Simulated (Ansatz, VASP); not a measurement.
# Ti3O4 in VASP and in Ansatz

POSCAR

```
Ti3O4
1.0
    2.9202380355     -4.0715797757      0.0000000000
    2.9202380355      4.0715797757      0.0000000000
    0.0000000000      0.0000000000      3.0141737100
Ti O
3 4
Direct
    0.0000000000      0.0000000000      0.5000000000
    0.5000000000      0.0000000000      0.0000000000
    0.0000000000      0.5000000000      0.0000000000
    0.7650007800      0.7650007800      0.0000000000
    0.2571340100      0.7428659900      0.5000000000
    0.2349992200      0.2349992200      0.0000000000
    0.7428659900      0.2571340100      0.5000000000
```

INCAR.step1

```
SYSTEM = Ti3O4
PREC = Accurate
ENCUT = 520
ISMEAR = 0
SIGMA = 0.1
LREAL = .FALSE.
LASPH = .TRUE.
NELM = 80
NBANDS = 39
GGA = PE
ALGO = Normal
EDIFF = 1E-4
LWAVE = .TRUE.
LCHARG = .FALSE.
```

File INCAR.step2:

```
SYSTEM = Ti3O4
PREC = Accurate
ENCUT = 520
EDIFF = 1E-7
ISMEAR = 0
SIGMA = 0.1
LREAL = .FALSE.
LASPH = .TRUE.
NELM = 80
ALGO = Normal
ISIF = 2
LWAVE = .FALSE.
LCHARG = .TRUE.
METAGGA = R2SCAN
LMIXTAU = .TRUE.
LELF = .TRUE.
LVHAR = .TRUE.
NBANDS = 39
ISTART = 1
```

The input KPOINTS:

```
regular mesh
0
G
  8 8 12
  0 0 0
```

Input for Ansatz:

```yaml
crystal:
  lattice:
    - [2.9202380355, -4.0715797757, 0.0]
    - [2.9202380355, 4.0715797757, 0.0]
    - [0.0, 0.0, 3.01417371]
  atoms:
    - { symbol: Ti, position: [0.0, 0.0, 0.5] }
    - { symbol: Ti, position: [0.5, 0.0, 0.0] }
    - { symbol: Ti, position: [0.0, 0.5, 0.0] }
    - { symbol: O, position: [0.76500078, 0.76500078, 0.0] }
    - { symbol: O, position: [0.25713401, 0.74286599, 0.5] }
    - { symbol: O, position: [0.23499922, 0.23499922, 0.0] }
    - { symbol: O, position: [0.74286599, 0.25713401, 0.5] }
basis:
  ecutwfc: 500
kpoints:
  mp_grid: { grid: [8, 8, 12] }
hamiltonian:
  xc: r2scan
scf:
  occupations: { method: gaussian, width: 0.1 }
output:
  forces: true
  stress: true
  eigenvalues: true
  populations: true
  write_density: true
  write_potential: true
  elf: true
  volumetric_format: npy
```

Alike in both runs: task single point; functional r2SCAN; k mesh 8 × 8 × 12; occupations gaussian, width 0.1 eV; no spin polarisation.

```csv
,VASP,Ansatz
version,VASP 6.6.1,Ansatz 0.2.0
potentials or method,"VASP PAW PBE potentials, release 64 (Ti_sv, O), cutoff 520 eV","scalar-relativistic, plane waves, PAW"
valence electrons in the cell,60,60
```

|  | VASP | Ansatz | Ansatz less VASP |
| --- | --- | --- | --- |
| gap on the k mesh at the Fermi level (eV) | none | none | - |
| pressure (GPa) | 0.0 | -1.6 | -1.58 |
| traceless stress, the component that is largest in VASP (GPa) | -0.33 | -0.43 | -0.100 |
| rms of the force components (eV/Å) | 0.006 | 0.027 | +0.0211 |

VASP's potentials were made for PBE, not for r2SCAN. Atom by atom the forces differ by 0.027 eV/Å (rms over components). A gap of «none» marks a metal or a gap that the smearing closes.
